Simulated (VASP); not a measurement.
Input of a VASP 6.6.1 run:

Contents of INCAR:

```
SYSTEM = Nb
ALGO = Normal
EDIFF = 1E-6
ENCUT = 520
GGA = PE
ISIF = 2
ISMEAR = -1
LASPH = .TRUE.
LCHARG = .TRUE.
LELF = .TRUE.
LREAL = .FALSE.
LVHAR = .TRUE.
LWAVE = .FALSE.
NBANDS = 12
NELM = 100
PREC = Accurate
SIGMA = 0.1
```

KPOINTS

```
k-points
0
G
  17 17 17
  0 0 0
```

The input POSCAR:

```
Nb
1.0
    2.2730278778      0.0000000000      0.0000000000
    0.0000000000      2.2730278778      0.0000000000
    0.0000000000      0.0000000000      2.2730278778
Nb
1
Direct
    0.0000000000      0.0000000000      0.0000000000
```

Potentials or basis: VASP PAW PBE potentials, release 64 (Nb_sv).

Run with:

```sh
$ cat potpaw_PBE.64/Nb_sv/POTCAR > POTCAR
$ mpirun -np 1 vasp_std > vasp.out
```

Task: Estimate the pressure.

Result: 200.2 GPa.
